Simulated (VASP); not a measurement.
## Si2BO3: single point with PBE

Crystal: Si2BO3.

```xyz
6
Lattice="4.1457 0.0000 0.0000 0.0000 4.1457 0.0000 0.0000 0.0000 4.4496" Properties=species:S:1:pos:R:3 pbc="T T T"
Si    2.0729    0.0000    2.2423
Si    0.0000    2.0729    2.2423
B     2.0729    2.0729    4.1404
O     0.0000    0.0000    3.0744
O     2.0729    0.0000    3.8418
O     0.0000    2.0729    3.8418
```

| Property | Result |
| --- | --- |
| Program | VASP 6.6.1 |
| Task | single point |
| Functional | PBE |
| Potentials or basis | VASP PAW PBE potentials, release 64 (Si, B, O) |
| Cutoff | 520 eV |
| k mesh | 4 × 4 × 4 |
| Occupations | gaussian, width 0.1 eV |
| Spin | collinear spin, ferromagnetic start |
| Starting moments | [0.0, 0.0, 0.0, 1.0, 1.0, 1.0] μB |

```json
{
 "Pressure": "0.3 GPa",
 "Largest force": "5.035 eV/Å",
 "Net moment": "0.00 μB per cell",
 "Valence electrons inside the program's atomic spheres": "Si 1.53; B 1.27; O 4.82, 5.01"
}
```

Forces in eV/Å, atoms in the order of the input:
```
Si   0.000  0.000 -0.969
Si   0.000  0.000 -0.969
B    0.000  0.000 -0.307
O    0.000  0.000 -5.035
O    0.000  0.000  3.640
O    0.000  0.000  3.640
```

Stress tensor (GPa, compression positive):
```
-5.78  0.00  0.00
 0.00 -5.78  0.00
 0.00  0.00 12.51
```

Levels at points of the mesh, in eV from the Fermi level:
Spin up:
```tsv
k point	band 12	band 13	band 14	band 15	band 16	band 17
(0.00, 0.00, 0.00)	-1.28	-0.70	-0.39	-0.39	1.61	2.18
(0.50, 0.00, 0.00)	-1.78	-0.89	-0.15	0.60	1.17	2.23
(0.50, 0.50, 0.00)	-2.10	-1.30	-1.20	-1.20	-0.24	2.98
(0.00, 0.00, 0.50)	-1.70	-0.89	-0.89	0.80	1.90	1.90
(0.50, 0.00, 0.50)	-2.09	-0.41	-0.34	0.17	1.40	1.57
(0.50, 0.50, 0.50)	-2.32	-2.07	-0.84	-0.84	2.05	2.78
```
Spin down:
| k point | band 11 | band 12 | band 13 | band 14 | band 15 | band 16 | band 17 | band 18 |
| --- | --- | --- | --- | --- | --- | --- | --- | --- |
| (0.00, 0.00, 0.00) | -2.82 | -1.28 | -0.70 | -0.39 | -0.39 | 1.61 | 2.18 | 2.18 |
| (0.50, 0.00, 0.00) | -3.21 | -1.78 | -0.89 | -0.15 | 0.60 | 1.17 | 2.23 | 3.87 |
| (0.50, 0.50, 0.00) | -2.66 | -2.10 | -1.30 | -1.20 | -1.20 | -0.24 | 2.98 | 3.01 |
| (0.00, 0.00, 0.50) | -2.75 | -1.70 | -0.89 | -0.89 | 0.80 | 1.90 | 1.90 | 2.27 |
| (0.50, 0.00, 0.50) | -2.63 | -2.09 | -0.41 | -0.34 | 0.17 | 1.40 | 1.57 | 3.15 |
| (0.50, 0.50, 0.50) | -2.73 | -2.32 | -2.07 | -0.84 | -0.84 | 2.05 | 2.78 | 2.91 |

Wall time 69 s on 1 thread of Intel(R) Xeon(R) Platinum 8259CL CPU @ 2.50GHz (Skylake/Cascade Lake) (shared host), peak memory 0.23 GiB.

Caveat: the k points lie up to 0.38 Å⁻¹ apart; forces of over 1 eV/Å act on the atoms, so gaps and moduli don't describe the material at rest.
